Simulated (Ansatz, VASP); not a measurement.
Two plane-wave programs on Si2Ni

```
CELL_PARAMETERS angstrom
2.72341 -2.72341 0.00000
2.72341 0.00000 -2.72341
8.04490 8.04490 8.04490
ATOMIC_POSITIONS crystal
Si 0.66667 0.66667 0.28212
Si 0.00000 0.00000 0.05643
Si 0.33333 0.33333 0.50780
Si 0.66667 0.66667 0.62064
Si 0.00000 0.00000 0.39496
Si 0.33333 0.33333 0.16927
Ni 0.00000 0.00000 0.56422
Ni 0.33333 0.33333 0.33854
Ni 0.66667 0.66667 0.11285
```

Alike in both runs: task single point; functional PBE; k mesh 14 × 14 × 5; occupations gaussian, width 0.15 eV; no spin polarisation.

```csv
,VASP,Ansatz
version,VASP 6.6.1,Ansatz 0.2.0
potentials or method,"VASP PAW PBE potentials, release 64 (Si, Ni), cutoff 520 eV","scalar-relativistic, plane waves, PAW"
valence electrons in the cell,54,78
```

Ansatz gave:

| Quantity | Value |
| --- | --- |
| gap on the k mesh at the Fermi level (eV) | none |
| pressure (GPa) | -3.2 |
| traceless stress, the component that is largest in VASP (GPa) | 0.40 |
| rms of the force components (eV/Å) | 0.252 |

Q: What did VASP give for the same quantities?

A: gap on the k mesh at the Fermi level (eV): none; pressure (GPa): -3.1; traceless stress, the component that is largest in VASP (GPa): 0.39; rms of the force components (eV/Å): 0.250.

Atom by atom the forces differ by 0.004 eV/Å (rms over components). A gap of «none» marks a metal or a gap that the smearing closes. VASP's potentials hold 54 valence electrons a cell and Ansatz's 78, so a difference there can come from the potentials and not from the codes. Ansatz's warnings: xc potential rough in thin density.
